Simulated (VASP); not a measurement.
# F (C2/m) in VASP: further runs

Runs on F. Level: PBEsol. Tasks: single point.

Program: VASP 6.6.1. These are calculated values, not measurements. Logs are shortened: lines on timing, memory, paths and dates and some standing lists are left out, and cuts for length are marked.

### Step 1. The cell of the first run

The structure is monoclinic, space group C2/m (No. 12). Conventional cell: a = 6.389 Å, b = 3.661 Å, c = 7.712 Å, α = 90.00°, β = 112.50°, γ = 90.00°. Within 1.9 Å of F (site symmetry m) lie 1 F at 1.44 Å. Within 1.9 Å of F (site symmetry m) lie 1 F at 1.44 Å.

### Step 2. Single point, PBEsol

INCAR

```
PREC = Accurate
ENCUT = 520
EDIFF = 1E-6
ISMEAR = 0
SIGMA = 0.05
LREAL = F
LASPH = T
NELM = 100
ALGO = Normal
ISIF = 2
LWAVE = F
LCHARG = F
GGA = PS
NBANDS = 22
```

KPOINTS

```
Automatic mesh
0
Gamma
  4 4 2
```

POSCAR

```
F
1.0
    3.1849756493     -1.8305146634     -0.2456527984
    3.1849756493      1.8305146634     -0.2456527984
   -2.3948583866      0.0000000000      7.3307098205
F
4
Direct
    0.0848459664      0.0848459664      0.0940038325
    0.9151540336      0.9151540336      0.9059961675
    0.5015719855      0.5015719855      0.5937195244
    0.4984280145      0.4984280145      0.4062804756
```

Potentials or basis: VASP PAW PBE potentials, release 64 (F).

Run with:

```sh
> cat potpaw_PBE.64/F/POTCAR > POTCAR
> mpirun -np 1 vasp_std > vasp.out
```

OUTCAR:

```text
PREC = Accurate
   ENCUT = 520
   EDIFF = 1E-6
   ISMEAR = 0
   LREAL = F
   LASPH = T
   NELM = 100
   ISIF = 2
   GGA = PS

 ion  position               nearest neighbor table
   1  0.085  0.085  0.094-   2 1.44
   2  0.915  0.915  0.906-   1 1.44
   3  0.502  0.502  0.594-   4 1.44
   4  0.498  0.498  0.406-   3 1.44

  LATTYP: Found a base centered monoclinic cell.
 ALAT       =     6.3888700672
 B/A-ratio  =     0.5730323654
 C/A-ratio  =     1.2070962569
 COS(beta)  =    -0.3827161857

  Lattice vectors:

 A1 = (   3.1849756493,  -1.8305146634,  -0.2456527984)
 A2 = (   3.1849756493,   1.8305146634,  -0.2456527984)
 A3 = (  -2.3948583866,   0.0000000000,   7.3307098205)

Analysis of symmetry for initial positions (statically):
=====================================================================
 Subroutine PRICEL returns:
 Original cell was already a primitive cell.

 Routine SETGRP: Setting up the symmetry group for a
 base centered monoclinic supercell.

 Subroutine GETGRP returns: Found  4 space group operations
 (whereof  4 operations were pure point group operations)
 out of a pool of  4 trial point group operations.

The static configuration has the point symmetry C_2h.

Analysis of symmetry for dynamics (positions and initial velocities):
=====================================================================
 Subroutine PRICEL returns:
 Original cell was already a primitive cell.

 Routine SETGRP: Setting up the symmetry group for a
 base centered monoclinic supercell.

 Subroutine GETGRP returns: Found  4 space group operations
 (whereof  4 operations were pure point group operations)
 out of a pool of  4 trial point group operations.

The dynamic configuration has the point symmetry C_2h.

 Subroutine INISYM returns: Found  4 space group operations
 (whereof  4 operations are pure point group operations),
 and found     1 'primitive' translations

----------------------------------------------------------------------------------------

                                     Primitive cell

  volume of cell :      83.3244

  direct lattice vectors                    reciprocal lattice vectors
     3.184975649 -1.830514663 -0.245652798     0.161044926 -0.273147225  0.052611521
     3.184975649  1.830514663 -0.245652798     0.161044926  0.273147225  0.052611521
    -2.394858387  0.000000000  7.330709821     0.010793262  0.000000000  0.139938472
[... 75 lines left out ...]
   ENCUT  =  520.0 eV  38.22 Ry    6.18 a.u.   6.85  6.85 14.34*2*pi/ulx,y,z
   NELM   =    100;   NELMIN=  2; NELMDL= -5     # of ELM steps
   EDIFF  = 0.1E-05   stopping-criterion for ELM
   LREAL  =      F    real-space projection
   EDIFFG = 0.1E-04   stopping-criterion for IOM
   NSW    =      0    number of steps for IOM
   IBRION =     -1    ionic relax: 0-MD 1-quasi-New 2-CG
   NFREE  =      0    steps in history (QN), initial steepest desc. (CG)
   ISIF   =      2    stress and relaxation
   ISYM   =      2    0-nonsym 1-usesym 2-fastsym
   POTIM  = 0.5000    time-step for ionic-motion
   TEBEG  =    0.0;   TEEND  =   0.0 temperature during run
   PSTRESS=    0.0 pullay stress
   NELECT =      28.0000    total number of electrons
   NUPDOWN=      -1.0000    fix difference up-down
   EMIN   =  10.00;   EMAX   =-10.00  energy-range for DOS
   EFERMI =   0.00;   METHOD = LEGACY
   ISMEAR =     0;   SIGMA  =   0.05  broadening in eV -4-tet -1-fermi 0-gaus
   EFERMI_NEDOS =   21; number of points for ismear=-14 and -15
   IALGO  =     38    algorithm
   IMIX   =      4    mixing-type and parameters
     AMIX     =   0.40;   BMIX     =  1.00
     AMIX_MAG =   1.60;   BMIX_MAG =  1.00
  volume/ion in A,a.u.               =      20.83       140.58
  Fermi-wavevector in a.u.,A,eV,Ry     =   1.138160  2.150811 17.625108  1.295409
  Thomas-Fermi vector in A             =   2.274865
   LORBIT       =      0    0 simple, 1 ext, 2 COOP (PROOUT), +10 PAW based schemes
   GGA     = PS    functional components
   LHFCALC =     F    Hartree Fock is set to
   AEXX    =    0.0000 exact exchange contribution
   IVDW    =     0    specifies the selected vdW correction
   LEPSILON=     F    determine dielectric tensor
   LRPA    =     F    only Hartree local field effects (RPA)
 non-spin polarized calculation
 Gauss-broadening in eV      SIGMA  =   0.05
  energy-cutoff  :      520.00
  volume of cell :       83.32
 maximum number of plane-waves:      2272
   NGX = 13   NGY = 13   NGZ = 29

 number of electron      28.0000001 magnetization

 Free energy of the ion-electron system (eV)
  ---------------------------------------------------
  ext. energy  EPLUGINS =         0.00000000
  ---------------------------------------------------
  free energy    TOTEN  =        -7.77157606 eV

  energy without entropy =       -7.77157606  energy(sigma->0) =       -7.77157606

 E-fermi :  -5.9450     XC(G=0):  -6.4472

 val. band max:       -6.2299353480   @ k =   0.5000   0.5000   0.0000
 cond. band min:      -3.5943860896   @ k =   0.0000   0.0000   0.0000
 fundamental gap:      2.6355492584
 Fermi energy:        -5.9449641248

 k-point     1 :       0.0000    0.0000    0.0000
  band No.  band energies     occupation
      1     -30.6574      2.00000
      2     -30.5080      2.00000
      3     -24.7554      2.00000
      4     -24.5495      2.00000
      5     -12.5163      2.00000
      6     -12.0332      2.00000
[... 339 lines left out ...]
     21       8.4434      0.00000
     22       8.5444      0.00000

------------------------ aborting loop because EDIFF is reached ----------------------------------------

  FORCE on cell =-STRESS in cart. coord.  units (eV):
  Direction    XX          YY          ZZ          XY          YZ          ZX
  --------------------------------------------------------------------------------------
  -------------------------------------------------------------------------------------
  Total       -0.6563759     -0.2715589     -2.5724162      0.0000000      0.0000000     -0.1669115
  in kB      -12.6209192     -5.2215859    -49.4629058      0.0000000      0.0000000     -3.2094062
  external PRESSURE =     -22.4351370 kB  Pullay stress =       0.0000000 kB

 VOLUME and BASIS-vectors are now :
 -----------------------------------------------------------------------------
  energy-cutoff  :      520.00
  volume of cell :       83.32
      direct lattice vectors                 reciprocal lattice vectors
     3.184975649 -1.830514663 -0.245652798     0.161044926 -0.273147225  0.052611521
     3.184975649  1.830514663 -0.245652798     0.161044926  0.273147225  0.052611521
    -2.394858387  0.000000000  7.330709821     0.010793262  0.000000000  0.139938472

 POSITION                                       TOTAL-FORCE (eV/Angst)
 -----------------------------------------------------------------------------------
      0.31534      0.00000      0.64743        -0.397552      0.000000     -0.809048
      3.65975      0.00000      6.19197         0.397552      0.000000      0.809048
      1.77311      0.00000      4.10596         0.279753      0.000000     -0.869660
      2.20198      0.00000      2.73344        -0.279753      0.000000      0.869660
 -----------------------------------------------------------------------------------
    total drift:                                0.000000      0.000000     -0.000000

  FREE ENERGIE OF THE ION-ELECTRON SYSTEM (eV)
  ---------------------------------------------------
  free  energy   TOTEN  =        -7.7715760641 eV

  energy  without entropy=       -7.7715760641  energy(sigma->0) =       -7.77157606
```

It took 10 s on 1 thread of Intel Xeon 6975P-C (Granite Rapids), shared host; peak memory 0.19 GiB.

Results:

```
Free energy            : -7.7716 eV
Pressure               : -2.2 GPa
Largest force          : 0.914 eV/Å
Band gap on the k mesh : 2.64 eV, indirect (least direct gap 2.70 eV)
```

Forces in eV/Å, atoms in the order of the input:
```
F   -0.398  0.000 -0.809
F    0.398  0.000  0.809
F    0.280  0.000 -0.870
F   -0.280  0.000  0.870
```

Stress tensor (GPa, compression positive):
```
-1.26  0.00 -0.32
 0.00 -0.52  0.00
-0.32  0.00 -4.95
```

Levels at points of the mesh, in eV from the valence-band top:
| k point | band 12 | band 13 | band 14 | band 15 | band 16 | band 17 |
| --- | --- | --- | --- | --- | --- | --- |
| (0.00, 0.00, 0.00) | -0.16 | -0.10 | -0.07 | 2.64 | 3.28 | 8.64 |
| (0.50, 0.00, 0.00) | -0.25 | -0.23 | -0.14 | 2.98 | 3.06 | 12.37 |
| (0.50, 0.50, 0.00) | -0.24 | -0.15 | 0.00 | 2.94 | 3.06 | 12.74 |
| (0.00, 0.00, 0.50) | -0.15 | -0.14 | -0.07 | 2.91 | 2.99 | 9.43 |
| (0.50, 0.00, 0.50) | -0.28 | -0.17 | -0.05 | 2.84 | 3.18 | 12.27 |
| (0.50, 0.50, 0.50) | -0.20 | -0.16 | -0.08 | 2.97 | 3.06 | 12.31 |

Caveat: the k points lie up to 0.50 Å⁻¹ apart; the PAW data sets were made with another functional, which shifts forces and pressure a little. Expect the measured gap to be larger: semilocal functionals such as PBEsol lack the derivative discontinuity.

### Step 3. Single point, PBEsol

INCAR

```
  PREC = Accurate
  ENCUT = 520
  EDIFF = 1E-6
  ISMEAR = 0
  SIGMA = 0.05
  LREAL = False
  LASPH = True
  NELM = 60
  ALGO = Normal
  ISIF = 2
  LWAVE = False
  LCHARG = True
  GGA = PS
  LELF = True
  LVHAR = True
  NBANDS = 22
```

KPOINTS

```
regular mesh
0
Gamma
  4 4 2
```

Changes to POSCAR since step 2:

```diff
@@ -8,4 +8,4 @@
 Direct
-    0.0848459664      0.0848459664      0.0940038325
-    0.9151540336      0.9151540336      0.9059961675
+    0.0848459664      0.0848459664      0.1019959513
+    0.9151540336      0.9151540336      0.8980040487
     0.5015719855      0.5015719855      0.5937195244
```

Potentials or basis: VASP PAW PBE potentials, release 64 (F).

Run with:

```sh
> cat potpaw_PBE.64/F/POTCAR > POTCAR
> mpirun -np 1 vasp_std > vasp.out
```

Wall time 11 s (1 thread of Intel Xeon 6975P-C (Granite Rapids), shared host); peak memory 0.18 GiB.

Results (log left out):

| Quantity | Value |
| --- | --- |
| Free energy | -7.5873 eV |
| Pressure | -4.4 GPa |
| Largest force | 2.911 eV/Å |
| Band gap on the k mesh | 1.94 eV, indirect (least direct gap 2.02 eV) |

Forces in eV/Å, atoms in the order of the input:
```
F   -1.107  0.000 -2.693
F    1.107  0.000  2.693
F    0.303  0.000 -0.862
F   -0.303  0.000  0.862
```

Stress tensor (GPa, compression positive):
```
 -2.19   0.00  -2.48
  0.00  -0.54   0.00
 -2.48   0.00 -10.41
```

Levels at points of the mesh, in eV from the valence-band top:
| k point | band 10 | band 11 | band 12 | band 13 | band 14 | band 15 | band 16 | band 17 | band 18 | band 19 |
| --- | --- | --- | --- | --- | --- | --- | --- | --- | --- | --- |
| (0.00, 0.00, 0.00) | -2.52 | -0.29 | -0.14 | -0.08 | -0.08 | 1.94 | 3.08 | 8.80 | 11.24 | 12.00 |
| (0.50, 0.00, 0.00) | -2.60 | -0.31 | -0.26 | -0.20 | -0.20 | 2.10 | 3.04 | 12.53 | 12.73 | 14.12 |
| (0.50, 0.50, 0.00) | -2.60 | -0.32 | -0.25 | -0.15 | 0.00 | 2.07 | 3.03 | 12.88 | 12.98 | 13.29 |
| (0.00, 0.00, 0.50) | -2.52 | -0.21 | -0.18 | -0.13 | -0.09 | 2.04 | 2.97 | 9.54 | 9.66 | 14.63 |
| (0.50, 0.00, 0.50) | -2.59 | -0.41 | -0.30 | -0.16 | -0.05 | 2.05 | 3.06 | 12.47 | 13.25 | 13.51 |
| (0.50, 0.50, 0.50) | -2.62 | -0.30 | -0.28 | -0.15 | -0.10 | 2.10 | 3.04 | 12.49 | 12.58 | 14.69 |

Caveat: the k points lie up to 0.50 Å⁻¹ apart; the PAW data sets were made with another functional, which shifts forces and pressure a little.

(Part 1 of 2 ends here.)
